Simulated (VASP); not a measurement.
# WC: relaxation of cell and atoms with PBE

WC:

```
W C
1.0
     2.91014    0.00000    0.00000
    -1.45507    2.52025    0.00000
     0.00000    0.00000    2.83840
W C
1 1
Direct
  0.00000 0.00000 0.00000
  0.66667 0.33333 0.50000
```

```json
{
 "Program": "VASP 6.6.1",
 "Task": "relaxation of cell and atoms",
 "Functional": "PBE",
 "Potentials or basis": "VASP PAW PBE potentials, release 64 (W_sv, C)",
 "Cutoff": "600 eV",
 "k mesh": "8 × 8 × 8",
 "Occupations": "gaussian, width 0.05 eV",
 "Spin": "no spin polarisation",
 "Dipole correction": "no",
 "Further INCAR settings": "ALGO = Normal; EDIFF = 1e-07; IBRION = 2; EDIFFG = -0.03; NSW = 80; ISIF = 3"
}
```

```yaml
Relaxed_volume: 10.55 Å³/atom
Relaxed_cell: a = 2.926 Å, b = 2.926 Å, c = 2.846 Å, α = 90.00°, β = 90.00°, γ = 120.00°
Space_group_after_relaxing_to_0.05_Å: P-6m2 (No. 187)
Energy_gained_by_relaxing: 2.4 meV/atom
Ionic_steps: 6
Pressure_after_relaxing: 0.0 GPa
Band_gap_on_the_k_mesh: zero (band 9 reaches 11.46 eV, above the bottom of band 10 at 10.29 eV)
```

The path:
```csv
step,energy change (eV),largest force (eV/Å),pressure (GPa),volume (Å³)
1,0.0000,0.0000,5.26,20.82
2,0.0261,0.0000,-12.61,21.86
3,-0.0047,0.0000,-0.13,21.11
4,-0.0047,0.0000,-0.05,21.10
5,-0.0047,0.0000,0.12,21.10
6,-0.0048,0.0000,0.04,21.10
```

Final structure:
```xyz
2
Lattice="2.9260 0.0000 0.0000 -1.4630 2.5340 0.0000 0.0000 0.0000 2.8457" Properties=species:S:1:pos:R:3 pbc="T T T"
W     0.0000    0.0000    0.0000
C     1.4630    0.8447    1.4229
```

Levels at points of the mesh, in eV from the Fermi level:
| k point | band 6 | band 7 | band 8 | band 9 | band 10 | band 11 | band 12 | band 13 |
| --- | --- | --- | --- | --- | --- | --- | --- | --- |
| (0.00, 0.00, 0.00) | -4.22 | -3.30 | -3.30 | 0.10 | 3.16 | 3.16 | 5.53 | 5.53 |
| (0.50, 0.00, 0.00) | -6.98 | -3.52 | -3.50 | -0.50 | 2.30 | 4.41 | 4.73 | 6.76 |
| (0.00, 0.00, 0.50) | -8.55 | -2.02 | -2.02 | -0.56 | -0.56 | 3.65 | 4.45 | 4.45 |
| (0.50, 0.00, 0.50) | -6.36 | -4.27 | -4.16 | 0.25 | 4.31 | 5.19 | 6.47 | 8.99 |

Wall time 41 s on 1 thread of AMD EPYC 7R13 Processor (Zen 3), on a shared host, peak memory 0.13 GiB.

Caveat: spin-orbit coupling is left out, which moves the levels of the heavy elements. PBE usually gives volumes a little too large and moduli too small.
